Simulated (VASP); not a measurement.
Input of a VASP 6.6.1 run:

File INCAR:

```
SYSTEM = HfO2
ALGO = Normal ; EDIFF = 1E-6
ENCUT = 520 ; GGA = RP
ISIF = 2 ; ISMEAR = -1
IVDW = 12 ; LASPH = .TRUE.
LCHARG = .FALSE. ; LREAL = .FALSE.
LWAVE = .FALSE. ; NBANDS = 56
NELM = 80 ; PREC = Accurate
SIGMA = 0.05
```

The input KPOINTS:

```
k-points
0
G
  5 6 5
  0 0 0
```

POSCAR

```
HfO2
1.0
    5.1745526737      0.0000000000      0.0000000000
    0.0000000000      4.9372615381      0.0000000000
    0.0000000000      0.0000000000      4.9044782654
Hf O
4 8
Direct
    0.9672939916      0.7302253023      0.7540841279
    0.5327060084      0.7302253023      0.2540841279
    0.4672939916      0.2697746977      0.7540841279
    0.0327060084      0.2697746977      0.2540841279
    0.6126961192      0.9061542647      0.8539591264
    0.8873038808      0.9061542647      0.3539591264
    0.2452999510      0.5504987873      0.5049567457
    0.2547000490      0.5504987873      1.0049567457
    0.7547000490      0.4495012127      1.0049567457
    0.7452999510      0.4495012127      0.5049567457
    0.1126961192      0.0938457353      0.8539591264
    0.3873038808      0.0938457353      0.3539591264
```

Potentials or basis: VASP PAW PBE potentials, release 64 (Hf_pv, O).

Command:

```bash
$ cat potpaw_PBE.64/Hf_pv/POTCAR potpaw_PBE.64/O/POTCAR > POTCAR
$ mpirun -np 1 vasp_std > vasp.out
```

**Question.** Estimate the band gap on the k mesh.

**Answer.** 4.66 eV.

**Question.** Estimate the dispersion energy per atom.

**Answer.** -1.354 eV.

**Question.** Estimate the pressure.

**Answer.** -3.8 GPa.

**Question.** What does it give for the largest force?

**Answer.** 0.071 eV/Å.

Stress tensor (GPa, compression positive):
```
-4.05  0.00  0.00
 0.00 -3.76  0.00
 0.00  0.00 -3.56
```

Caveat: the cell stands under tension; the dispersion term is far too large for a dense solid, which distorts pressure and volume; the PAW data sets were made with another functional, which shifts forces and pressure a little; spin-orbit coupling is left out, which moves the levels of the heavy elements. A k mesh can miss the band edges.
